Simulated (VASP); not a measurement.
**GeBr: single point with PBE**

The system is GeBr.

```
CELL_PARAMETERS angstrom
3.56188 0.00000 0.00000
-1.78094 3.08468 0.00000
0.00000 0.00000 6.44307
ATOMIC_POSITIONS crystal
Ge 0.66667 0.33333 0.50000
Br 0.00000 0.00000 0.00000
```

```json
{
  "Program": "VASP 6.6.1",
  "Task": "single point",
  "Functional": "PBE",
  "Potentials or basis": "VASP PAW PBE potentials, release 64 (Ge_d, Br)",
  "Cutoff": "520 eV",
  "k mesh": "6 × 6 × 4",
  "Occupations": "gaussian, width 0.1 eV",
  "Spin": "no spin polarisation"
}
```

The pressure is -6.6 GPa.

Stress tensor (GPa, compression positive):
```
-6.01  0.00  0.00
 0.00 -6.01  0.00
 0.00  0.00 -7.76
```

Levels at points of the mesh, in eV from the Fermi level:
```
           k point  band 8  band 9  band 10  band 11  band 12  band 13  band 14  band 15
(0.00, 0.00, 0.00)   -3.12    0.25     0.25     1.55     4.35     4.35     6.52     8.69
(0.50, 0.00, 0.00)   -2.93   -1.76    -1.61    -0.50     1.36     2.81     6.98     7.08
(0.00, 0.00, 0.50)   -1.96   -0.37     0.26     0.26     4.34     4.34     8.17     9.21
(0.50, 0.00, 0.50)   -3.06   -2.50    -0.55    -0.47     1.72     2.70     6.34     7.13
```

Wall time 10 s on 1 thread of Intel(R) Xeon(R) 6975P-C (Granite Rapids), with other jobs on the host, peak memory 0.19 GiB.

Caveat: an odd number of electrons without spin polarisation forces a metal; a magnetic or distorted state may lie lower.
